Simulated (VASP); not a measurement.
Input of a VASP 6.6.1 run:

File POSCAR:

```
BN
1.0
    0.0000000000      1.8080000000      1.8080000000
    1.8080000000      0.0000000000      1.8080000000
    1.8080000000      1.8080000000      0.0000000000
B N
1 1
Direct
    0.0000000000      0.0000000000      0.0000000000
    0.2500000000      0.2500000000      0.2500000000
```

INCAR.step1

```
  ALGO = Normal
  EDIFF = 1E-5
  ENCUT = 1460
  GGA = PE
  GGA_COMPAT = False
  ISMEAR = 0
  LASPH = True
  LCHARG = False
  LREAL = False
  LWAVE = True
  NBANDS = 11
  NELM = 120
  PREC = Accurate
  SIGMA = 0.1
```

The input INCAR.step2:

```
  ALGO = Normal
  EDIFF = 1E-6
  ENCUT = 1460
  GGA_COMPAT = False
  ISIF = 2
  ISMEAR = 0
  ISTART = 1
  LASPH = True
  LCHARG = False
  LMIXTAU = True
  LREAL = False
  LWAVE = False
  METAGGA = R2SCAN
  NBANDS = 11
  NELM = 120
  PREC = Accurate
  SIGMA = 0.1
```

Contents of KPOINTS:

```
k-points
0
Gamma
  8 8 8
```

Potentials or basis: VASP PAW PBE potentials, release 64 (B_h, N_h).

Run with:

```console
$ cat potpaw_PBE.64/B_h/POTCAR potpaw_PBE.64/N_h/POTCAR > POTCAR
$ cp INCAR.step1 INCAR
$ mpirun -np 1 vasp_std > vasp.out
$ cp INCAR.step2 INCAR
$ mpirun -np 1 vasp_std > vasp.out
```

(1) What does it give for the pressure?

(2) Estimate the band gap on the k mesh.

## Answers

(1) -2.5 GPa.

(2) 4.99 eV (least direct gap 9.55 eV).

Caveat: the PAW data sets were made with another functional, which shifts forces and pressure a little.
